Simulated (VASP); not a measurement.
# TaN (P-6m2) in VASP: single point with PBEsol

Aim: the single point of TaN with PBEsol.

Everything below comes from runs of VASP 6.6.1. Logs are shortened: lines on timing, memory, paths and dates and some standing lists are left out, and cuts for length are marked.

**1. The cell of the first run**

The structure is hexagonal, space group P-6m2 (No. 187). The conventional cell has a = 2.938 Å, b = 2.938 Å, c = 2.883 Å, α = 90.00°, β = 90.00°, γ = 120.00°. Within 2.9 Å of Ta (site symmetry -6m2) lie 6 N at 2.23 Å and 2 Ta at 2.88 Å. Within 2.9 Å of N (site symmetry -6m2) lie 6 Ta at 2.23 Å and 2 N at 2.88 Å.

**2. Single point, PBEsol**

INCAR

```
PREC = Accurate
ENCUT = 520
EDIFF = 1E-6
ISMEAR = -1
SIGMA = 0.1
LREAL = False
LASPH = True
NELM = 100
ALGO = Normal
ISIF = 2
LWAVE = False
LCHARG = False
GGA = PS
NBANDS = 15
```

KPOINTS

```
Automatic mesh
0
Gamma
  13 13 12
```

POSCAR

```
TaN
1.0
    2.9380000000      0.0000000000      0.0000000000
   -1.4690000000      2.5443826363      0.0000000000
    0.0000000000      0.0000000000      2.8830000000
Ta N
1 1
Direct
    0.0000000000      0.0000000000      0.5000000000
    0.6666666667      0.3333333333      0.0000000000
```

Potentials or basis: VASP PAW PBE potentials, release 64 (Ta_pv, N).

Run with:

```sh
cat potpaw_PBE.64/Ta_pv/POTCAR potpaw_PBE.64/N/POTCAR > POTCAR
mpirun -np 1 vasp_std > vasp.out
```

OUTCAR:

```text
PREC = Accurate
   ENCUT = 520
   EDIFF = 1E-6
   ISMEAR = -1
   LREAL = False
   LASPH = True
   NELM = 100
   ISIF = 2
   GGA = PS

 ion  position               nearest neighbor table
   1  0.000  0.000  0.500-   2 2.23   2 2.23   2 2.23   2 2.23   2 2.23   2 2.23
   2  0.667  0.333  0.000-   1 2.23   1 2.23   1 2.23   1 2.23   1 2.23   1 2.23

  LATTYP: Found a hexagonal cell.
 ALAT       =     2.9380000000
 C/A-ratio  =     0.9812797822

  Lattice vectors:

 A1 = (   2.9380000000,   0.0000000000,   0.0000000000)
 A2 = (  -1.4690000000,   2.5443826363,   0.0000000000)
 A3 = (   0.0000000000,   0.0000000000,   2.8830000000)

Analysis of symmetry for initial positions (statically):
=====================================================================
 Subroutine PRICEL returns:
 Original cell was already a primitive cell.

 Routine SETGRP: Setting up the symmetry group for a
 hexagonal supercell.

 Subroutine GETGRP returns: Found 12 space group operations
 (whereof 12 operations were pure point group operations)
 out of a pool of 24 trial point group operations.

The static configuration has the point symmetry D_3h.

Analysis of symmetry for dynamics (positions and initial velocities):
=====================================================================
 Subroutine PRICEL returns:
 Original cell was already a primitive cell.

 Routine SETGRP: Setting up the symmetry group for a
 hexagonal supercell.

 Subroutine GETGRP returns: Found 12 space group operations
 (whereof 12 operations were pure point group operations)
 out of a pool of 24 trial point group operations.

The dynamic configuration has the point symmetry D_3h.

 Subroutine INISYM returns: Found 12 space group operations
 (whereof 12 operations are pure point group operations),
 and found     1 'primitive' translations

----------------------------------------------------------------------------------------

                                     Primitive cell

  volume of cell :      21.5516

  direct lattice vectors                    reciprocal lattice vectors
     2.938000000  0.000000000  0.000000000     0.340367597  0.196511324  0.000000000
    -1.469000000  2.544382636  0.000000000     0.000000000  0.393022648  0.000000000
     0.000000000  0.000000000  2.883000000     0.000000000  0.000000000  0.346860909

  length of vectors
     2.938000000  2.938000000  2.883000000     0.393022648  0.393022648  0.346860909

  position of ions in fractional coordinates (direct lattice)
     0.000000000  0.000000000  0.500000000
     0.666666667  0.333333333  0.000000000

  ion indices of the primitive-cell ions
   primitive index   ion index
                 1           1
                 2           2

----------------------------------------------------------------------------------------

 KPOINTS: Automatic mesh

Automatic generation of k-mesh.
 Grid dimensions read from file:
 generate k-points for:   13   13   12

 Generating k-lattice:

  Cartesian coordinates                     Fractional coordinates (reciprocal lattice)
     0.026182123  0.015116256  0.000000000     0.076923077  0.000000000  0.000000000
     0.000000000  0.030232511  0.000000000     0.000000000  0.076923077  0.000000000
     0.000000000  0.000000000  0.028905076     0.000000000  0.000000000  0.083333333

  Length of vectors
     0.030232511  0.030232511  0.028905076

  Shift w.r.t. Gamma in fractional coordinates (k-lattice)
     0.000000000  0.000000000  0.000000000

 Subroutine IBZKPT returns following result:
 ===========================================

 Found    147 irreducible k-points:

 Following reciprocal coordinates:
            Coordinates               Weight
  0.000000  0.000000  0.000000      1.000000
  0.076923 -0.000000  0.000000      6.000000
  0.153846  0.000000  0.000000      6.000000
  0.230769 -0.000000  0.000000      6.000000
  0.307692  0.000000  0.000000      6.000000
  0.384615  0.000000  0.000000      6.000000
[... 16 lines left out ...]
  0.076923 -0.000000  0.083333     12.000000
  0.153846  0.000000  0.083333     12.000000
 [... further k-points ...]
   k-points           NKPTS =    147   k-points in BZ     NKDIM =    147   number of bands    NBANDS=     15
   number of dos      NEDOS =    301   number of ions     NIONS =      2
   total plane-waves  NPLWV =  13824
   dimension x,y,z NGX =    24 NGY =   24 NGZ =   24
   dimension x,y,z NGXF=    48 NGYF=   48 NGZF=   48
   ions per type =               1   1
   NGX,Y,Z   is equivalent  to a cutoff of  13.58, 13.58, 13.84 a.u.
   NGXF,Y,Z  is equivalent  to a cutoff of  27.16, 27.16, 27.68 a.u.
 SYSTEM =  unknown system
   PREC   = accura    normal or accurate (medium, high low for compatibility)
   ISTART =      0    job   : 0-new  1-cont  2-samecut
   ICHARG =      2    charge: 1-file 2-atom 10-const
   ISPIN  =      1    spin polarized calculation?
   LNONCOLLINEAR =      F non collinear calculations
   LSORBIT =      F    spin-orbit coupling
   LASPH  =      T    aspherical Exc in radial PAW
   ENCUT  =  520.0 eV  38.22 Ry    6.18 a.u.   5.46  5.46  5.36*2*pi/ulx,y,z
   NELM   =    100;   NELMIN=  2; NELMDL= -5     # of ELM steps
   EDIFF  = 0.1E-05   stopping-criterion for ELM
   LREAL  =      F    real-space projection
   EDIFFG = 0.1E-04   stopping-criterion for IOM
   NSW    =      0    number of steps for IOM
   IBRION =     -1    ionic relax: 0-MD 1-quasi-New 2-CG
   NFREE  =      0    steps in history (QN), initial steepest desc. (CG)
   ISIF   =      2    stress and relaxation
   ISYM   =      2    0-nonsym 1-usesym 2-fastsym
   POTIM  = 0.5000    time-step for ionic-motion
   TEBEG  =    0.0;   TEEND  =   0.0 temperature during run
   PSTRESS=    0.0 pullay stress
   NELECT =      16.0000    total number of electrons
   NUPDOWN=      -1.0000    fix difference up-down
   EMIN   =  10.00;   EMAX   =-10.00  energy-range for DOS
   EFERMI =   0.00;   METHOD = LEGACY
   ISMEAR =    -1;   SIGMA  =   0.10  broadening in eV -4-tet -1-fermi 0-gaus
   EFERMI_NEDOS =   21; number of points for ismear=-14 and -15
   IALGO  =     38    algorithm
   IMIX   =      4    mixing-type and parameters
     AMIX     =   0.40;   BMIX     =  1.00
     AMIX_MAG =   1.60;   BMIX_MAG =  1.00
  volume/ion in A,a.u.               =      10.78        72.72
  Fermi-wavevector in a.u.,A,eV,Ry     =   1.482365  2.801264 29.897531  2.197407
  Thomas-Fermi vector in A             =   2.596160
   LORBIT       =      0    0 simple, 1 ext, 2 COOP (PROOUT), +10 PAW based schemes
   GGA     = PS    functional components
   LHFCALC =     F    Hartree Fock is set to
   AEXX    =    0.0000 exact exchange contribution
   IVDW    =     0    specifies the selected vdW correction
   LEPSILON=     F    determine dielectric tensor
   LRPA    =     F    only Hartree local field effects (RPA)
 non-spin polarized calculation
  energy-cutoff  :      520.00
  volume of cell :       21.55
 maximum number of plane-waves:       605
 NGX is ok and might be reduce to    24
   NGX = 11   NGY = 11   NGZ = 11

 number of electron      16.0000001 magnetization

 Free energy of the ion-electron system (eV)
  ---------------------------------------------------
  ext. energy  EPLUGINS =         0.00000000
  ---------------------------------------------------
  free energy    TOTEN  =       -23.80402717 eV

  energy without entropy =      -23.80100304  energy(sigma->0) =      -23.80251510

 E-fermi :   8.0848     XC(G=0): -13.5052

 val. band max:        8.0427817422   @ k =   0.0000   0.0000   0.4167
 cond. band min:       8.1971069706   @ k =   0.0769  -0.0000   0.5000
 fundamental gap:      0.1543252284
 Fermi energy:         8.0847748628

 k-point     1 :       0.0000    0.0000    0.0000
  band No.  band energies     occupation
      1     -26.6865      2.00000
      2     -26.4205      2.00000
      3     -26.4205      2.00000
      4      -9.6441      2.00000
      5       3.5295      2.00000
      6       3.5295      2.00000
      7       3.8664      2.00000
      8       5.1834      2.00000
      9      10.3068      0.00000
     10      11.6902      0.00000
     11      11.6902      0.00000
     12      12.0717      0.00000
     13      12.0717      0.00000
     14      21.0988      0.00000
     15      21.5293      0.00000

 k-point     2 :       0.0769   -0.0000    0.0000
  band No.  band energies     occupation
      1     -26.6784      2.00000
      2     -26.4852      2.00000
      3     -26.4343      2.00000
      4      -9.5198      2.00000
      5       3.1513      2.00000
      6       3.6235      2.00000
      7       4.0466      2.00000
      8       5.0046      2.00000
      9      10.7525      0.00000
     10      11.4331      0.00000
     11      11.7084      0.00000
     12      12.0081      0.00000
     13      12.2382      0.00000
     14      21.0855      0.00000
     15      21.5204      0.00000

 k-point     3 :       0.1538    0.0000    0.0000
  band No.  band energies     occupation
      1     -26.6609      2.00000
      2     -26.6556      2.00000
      3     -26.4722      2.00000
      4      -9.1726      2.00000
      5       2.3429      2.00000
      6       3.8780      2.00000
      7       4.4519      2.00000
      8       4.5562      2.00000
      9      10.7739      0.00000
     10      11.7945      0.00000
     11      11.8367      0.00000
     12      11.8808      0.00000
     13      12.6217      0.00000
     14      21.0588      0.00000
     15      21.5049      0.00000
[... 343 lines left out ...]
 k-point    23 :       0.0769   -0.0000    0.0833
  band No.  band energies     occupation
      1     -26.7453      2.00000
      2     -26.4791      2.00000
      3     -26.4288      2.00000
      4      -9.3789      2.00000
      5       3.2176      2.00000
      6       3.4420      2.00000
      7       3.6710      2.00000
      8       5.5082      2.00000
      9      10.7067      0.00000
     10      10.7745      0.00000
     11      11.0489      0.00000
     12      12.7068      0.00000
     13      12.7211      0.00000
     14      21.2090      0.00000
     15      21.5517      0.00000

 k-point    24 :       0.1538    0.0000    0.0833
  band No.  band energies     occupation
      1     -26.7242      2.00000
      2     -26.6504      2.00000
      3     -26.4665      2.00000
      4      -9.0493      2.00000
      5       2.4146      2.00000
      6       3.5937      2.00000
      7       3.8945      2.00000
      8       5.2975      2.00000
      9      10.6044      0.00000
     10      10.7650      0.00000
     11      11.7984      0.00000
     12      12.7415      0.00000
     13      13.0124      0.00000
     14      20.9882      0.00000
     15      21.4977      0.00000

 [... further k-points ...]
[... 5 lines left out ...]
  --------------------------------------------------------------------------------------
  -------------------------------------------------------------------------------------
  Total       -0.5490045     -0.5490045     -0.5495497      0.0000000      0.0000000      0.0000000
  in kB      -40.8138570    -40.8138570    -40.8543890      0.0000000      0.0000000      0.0000000
  external PRESSURE =     -40.8273677 kB  Pullay stress =       0.0000000 kB

 VOLUME and BASIS-vectors are now :
 -----------------------------------------------------------------------------
  energy-cutoff  :      520.00
  volume of cell :       21.55
      direct lattice vectors                 reciprocal lattice vectors
     2.938000000  0.000000000  0.000000000     0.340367597  0.196511324  0.000000000
    -1.469000000  2.544382636  0.000000000     0.000000000  0.393022648  0.000000000
     0.000000000  0.000000000  2.883000000     0.000000000  0.000000000  0.346860909

 POSITION                                       TOTAL-FORCE (eV/Angst)
 -----------------------------------------------------------------------------------
      0.00000      0.00000      1.44150        -0.000000     -0.000000      0.000000
      1.46900      0.84813      0.00000         0.000000      0.000000      0.000000
 -----------------------------------------------------------------------------------
    total drift:                               -0.000000      0.000000      0.000000

  FREE ENERGIE OF THE ION-ELECTRON SYSTEM (eV)
  ---------------------------------------------------
  free  energy   TOTEN  =       -23.8040271673 eV

  energy  without entropy=      -23.8010030393  energy(sigma->0) =      -23.80251510
```

Run time: 21 s. Hardware: 1 thread of Intel Xeon Platinum 8375C at 2.90GHz (Ice Lake), shared host; peak memory 0.18 GiB.

What came out:

| Item | Value |
| --- | --- |
| Free energy | -23.8040 eV |
| Pressure | -4.1 GPa |
| Band gap on the k mesh | zero (band 8 reaches 8.30 eV, above the bottom of band 9 at 7.99 eV) |

Levels at points of the mesh, in eV from the Fermi level:
```
           k point  band 4  band 5  band 6  band 7  band 8  band 9  band 10  band 11  band 12  band 13
(0.00, 0.00, 0.00)  -17.73   -4.56   -4.56   -4.22   -2.90    2.22     3.61     3.61     3.99     3.99
(0.00, 0.00, 0.50)  -15.04   -9.38   -3.74   -3.74   -0.10   -0.10     2.45     3.31     3.31     8.15
```

Caveat: the PAW data sets were made with another functional, which shifts forces and pressure a little; spin-orbit coupling is left out, which moves the levels of the heavy elements.
